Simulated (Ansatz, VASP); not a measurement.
## One calculation of B2O, two programs

```
B O
1.0
     2.53945    0.00000    0.00000
    -1.26972    2.19922    0.00000
     0.00000    0.00000   10.89168
B O
4 2
Direct
  0.00000 0.00000 0.40990
  0.00000 0.00000 0.59010
  0.66667 0.33333 0.02935
  0.33333 0.66667 0.97065
  0.66667 0.33333 0.35258
  0.33333 0.66667 0.64742
```

Alike in both runs: task single point; functional PBE; dispersion D3(BJ); k mesh 21 × 21 × 6; occupations gaussian, width 0.15 eV; no spin polarisation.

|  | VASP | Ansatz |
| --- | --- | --- |
| version | VASP 6.6.1 | Ansatz 0.2.0 |
| potentials or method | VASP PAW PBE potentials, release 64 (B, O), cutoff 520 eV | scalar-relativistic, plane waves, PAW |
| valence electrons in the cell | 24 | 24 |

|  | VASP | Ansatz | Ansatz less VASP |
| --- | --- | --- | --- |
| gap on the k mesh at the Fermi level (eV) | none | none | - |
| pressure (GPa) | -8.6 | -8.8 | -0.23 |
| traceless stress, the component that is largest in VASP (GPa) | -8.91 | -8.53 | +0.383 |
| rms of the force components (eV/Å) | 0.575 | 0.576 | +0.0002 |

Atom by atom the forces differ by 0.005 eV/Å (rms over components). A gap of «none» marks a metal or a gap that the smearing closes.
